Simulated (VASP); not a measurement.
The system is Be2C.

```xyz
3
Lattice="0.0000 2.1357 2.1357 2.1357 0.0000 2.1357 2.1357 2.1357 0.0000" Properties=species:S:1:pos:R:3 pbc="T T T"
C     0.0000    0.0000    0.0000
Be    3.2036    3.2036    3.2036
Be    1.0679    1.0679    1.0679
```

This cell differs from its parent crystal: volume scaled by 0.96.

Base run:

- Program: VASP 6.6.1
- Functional: PBEsol
- Potentials or basis: VASP PAW PBE potentials, release 64 (C, Be)
- Cutoff: 600 eV
- k mesh: 11 × 11 × 11
- Occupations: fermi-dirac, width 0.05 eV
- Spin: no spin polarisation

Its results: band gap on the k mesh 1.17 eV, indirect (least direct gap 4.16 eV); pressure 6.5 GPa.

Task: The run is repeated on the same cell with these changes: functional from PBEsol to LDA; potentials or basis from VASP PAW PBE potentials, release 64 (C, Be) to VASP PAW LDA potentials, release 64 (C, Be). What comes out?

Result: Band gap on the k mesh 1.29 eV, indirect (least direct gap 4.10 eV); pressure 0.0 GPa.

Caveats: the PAW data sets were made with another functional, which shifts forces and pressure a little (some runs).

A k mesh can miss the band edges.
